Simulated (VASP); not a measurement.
A run of VASP 6.6.1:

The input POSCAR:

```
ZnCu
1.0
    2.9450000000      0.0000000000      0.0000000000
    0.0000000000      2.9450000000      0.0000000000
    0.0000000000      0.0000000000      2.9450000000
Zn Cu
1 1
Direct
    0.5000000000      0.5000000000      0.5000000000
    0.0000000000      0.0000000000      0.0000000000
```

The input INCAR.step1:

```
  GGA = CA
  ISMEAR = 1
  SIGMA = 0.1
  LWAVE = False
  LCHARG = True
  NBANDS = 28
  PREC = Accurate
  LASPH = True
  LREAL = False
  ALGO = Normal
  EDIFF = 1E-6
  NELM = 120
  GGA_COMPAT = False
  ENCUT = 340
  LMAXMIX = 4
```

KPOINTS.step1

```
k-points
0
Gamma
  10 10 10
```

INCAR.step2

```
  GGA = CA
  ISMEAR = -5
  LWAVE = False
  LCHARG = False
  NBANDS = 28
  PREC = Accurate
  LASPH = True
  LREAL = False
  ALGO = Normal
  EDIFF = 1E-6
  NELM = 120
  GGA_COMPAT = False
  ENCUT = 340
  LMAXMIX = 4
  NEDOS = 2001
  LORBIT = 11
  EMIN = -11.6164
  EMAX = 13.3836
  ICHARG = 11
```

KPOINTS.step2

```
Automatic mesh
0
Gamma
  12 12 12
  0 0 0
```

Potentials or basis: VASP PAW LDA potentials, release 64 (Zn, Cu).

The run is started by

```console
$ cat potpaw_LDA.64/Zn/POTCAR potpaw_LDA.64/Cu/POTCAR > POTCAR
$ cp INCAR.step1 INCAR
$ cp KPOINTS.step1 KPOINTS
$ mpirun -np 1 vasp_std > vasp.out
$ cp INCAR.step2 INCAR
$ cp KPOINTS.step2 KPOINTS
$ mpirun -np 1 vasp_std > vasp.out
```

Hardware: 1 thread of Intel(R) Xeon(R) 6975P-C (Granite Rapids), with other jobs on the host.

Estimate the wall time of this run.

Wall time 17 s on 1 thread of Intel(R) Xeon(R) 6975P-C (Granite Rapids) (shared host), peak memory 0.13 GiB. Counts: k points 84.
